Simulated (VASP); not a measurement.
Input of a VASP 6.6.1 run:

The input INCAR:

```
ALGO     = Normal         # electronic algorithm
EDIFF    = 1E-6           # SCF threshold, eV
ENCUT    = 600            # plane-wave cutoff, eV
GGA      = PE             # functional
GGA_COMPAT= False        
ISIF     = 2              # what is computed and relaxed
ISMEAR   = 0              # smearing method
LASPH    = True           # aspherical terms in the spheres
LCHARG   = True           # write CHGCAR
LELF     = True           # ELF
LREAL    = False          # projectors in reciprocal space
LVHAR    = True         
LWAVE    = False          # write WAVECAR
NBANDS   = 11             # bands
NELM     = 120            # most SCF steps
PREC     = Accurate       # precision mode
SIGMA    = 0.05           # smearing width, eV
```

KPOINTS

```
k-points
0
Gamma
  10 10 10
```

File POSCAR:

```
MgO
1.0
    0.0000000000      2.0916941252      2.0916941252
    2.0916941252      0.0000000000      2.0916941252
    2.0916941252      2.0916941252      0.0000000000
Mg O
1 1
Direct
    0.0199592763      0.0199592763     -0.0199592763
    0.4696787168      0.4696787168      0.5303212832
```

Potentials or basis: VASP PAW PBE potentials, release 64 (Mg, O).

Launch:

```sh
$ cat potpaw_PBE.64/Mg/POTCAR potpaw_PBE.64/O/POTCAR > POTCAR
$ mpirun -np 1 vasp_std > vasp.out
```

Problem. What does it give for the pressure?

Solution. 12.2 GPa.

Problem. Predict the largest force.

Solution. 1.691 eV/Å.

Problem. Estimate the band gap on the k mesh.

Solution. 4.91 eV.

Stress tensor (GPa, compression positive):
```
 6.08  0.00  0.00
 0.00  6.08  0.00
 0.00  0.00 24.57
```

Caveat: the cell differs from its parent crystal (atoms displaced along a vibrational mode, the cell strained); the cell stands under pressure; forces of over 1 eV/Å act on the atoms, so gaps and moduli don't describe the material at rest.
